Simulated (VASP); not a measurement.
Write the native input for VASP 6.6.1 that does the following.

* Task: single point
* Functional: LDA
* Potentials or basis: VASP PAW LDA potentials, release 64 (Al)
* Cutoff: 520 eV
* k mesh: 7 × 7 × 7
* Occupations: fermi-dirac, width 0.1 eV
* Spin: no spin polarisation
* Dipole correction: no
* Further INCAR settings: ALGO = Normal; EDIFF = 1e-07; NBANDS = 22

The structure of Al lies in POSCAR:

```
Al
1.0
    5.0635493652      0.0000000000      0.0000000000
    0.0000000000      5.0635493652      0.0000000000
    0.0000000000      0.0000000000      5.0635493652
Al
8
Direct
    0.0000000000      0.0000000000      1.0000000000
    0.5000000000      0.5000000000      0.5000000000
    0.2500000000      0.0000000000      0.5000000000
    0.7500000000      0.0000000000      0.5000000000
    0.5000000000      0.2500000000      0.0000000000
    0.5000000000      0.7500000000      0.0000000000
    1.0000000000      0.5000000000      0.2500000000
    1.0000000000      0.5000000000      0.7500000000
```

One way to write it, as run:

INCAR

```
SYSTEM = Al
  ALGO = Normal
  EDIFF = 1E-7
  ENCUT = 520
  GGA = CA
  ISIF = 2
  ISMEAR = -1
  LASPH = .True.
  LCHARG = .False.
  LREAL = .False.
  LWAVE = .False.
  NBANDS = 22
  NELM = 100
  PREC = Accurate
  SIGMA = 0.1
```

KPOINTS

```
k-points
0
Gamma
  7 7 7
  0 0 0
```

Potentials or basis: VASP PAW LDA potentials, release 64 (Al).

The run is started by

```sh
$ cat potpaw_LDA.64/Al/POTCAR > POTCAR
$ mpirun -np 1 vasp_std > vasp.out
```

It gave:

```json
{"Pressure": "0.1 GPa", "Band gap on the k mesh": "zero (band 12 reaches 10.34 eV, above the bottom of band 13 at 7.22 eV)"}
```

Wall time 34 s on 1 thread of Intel(R) Xeon(R) Platinum 8488C (Sapphire Rapids) (shared host), peak memory 0.19 GiB.
